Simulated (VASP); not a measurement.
Wanted: the native input for a VASP 6.6.1 run.

```yaml
Task: single point
Functional: PBE
Potentials_or_basis: VASP PAW PBE potentials, release 64 (Li_sv, H)
Cutoff: 520 eV
k_mesh: 14 × 14 × 14
Occupations: fermi-dirac, width 0.08 eV
Spin: no spin polarisation
Dipole_correction: no
Further_INCAR_settings: ALGO = Normal; EDIFF = 1e-06; NBANDS = 9
```

The structure of LiH (rocksalt type) lies in POSCAR:

```
LiH
1.0
    0.0000000000      1.9832537454      1.9832537454
    1.9832537454      0.0000000000      1.9832537454
    1.9832537454      1.9832537454      0.0000000000
Li H
1 1
Direct
    0.0000000000      0.0000000000      0.0000000000
    0.5000000000      0.5000000000      0.5000000000
```

This cell differs from its parent crystal: volume scaled by 0.97.

One way to write it, as run:

INCAR

```
SYSTEM = LiH
ALGO = Normal ; EDIFF = 1E-6
ENCUT = 520 ; GGA = PE
ISIF = 2 ; ISMEAR = -1
LASPH = .True. ; LCHARG = .False.
LREAL = .False. ; LWAVE = .False.
NBANDS = 9 ; NELM = 100
PREC = Accurate ; SIGMA = 0.08
```

KPOINTS

```
k-points
0
Gamma
  14 14 14
  0 0 0
```

Potentials or basis: VASP PAW PBE potentials, release 64 (Li_sv, H).

Run with:

```console
$ cat potpaw_PBE.64/Li_sv/POTCAR potpaw_PBE.64/H/POTCAR > POTCAR
$ mpirun -np 1 vasp_std > vasp.out
```

It gave:

```
Band gap on the k mesh : 2.96 eV, direct
```

It took 4.5 s on 1 thread of Intel(R) Xeon(R) 6975P-C (Granite Rapids), on a shared host, peak memory 0.14 GiB.
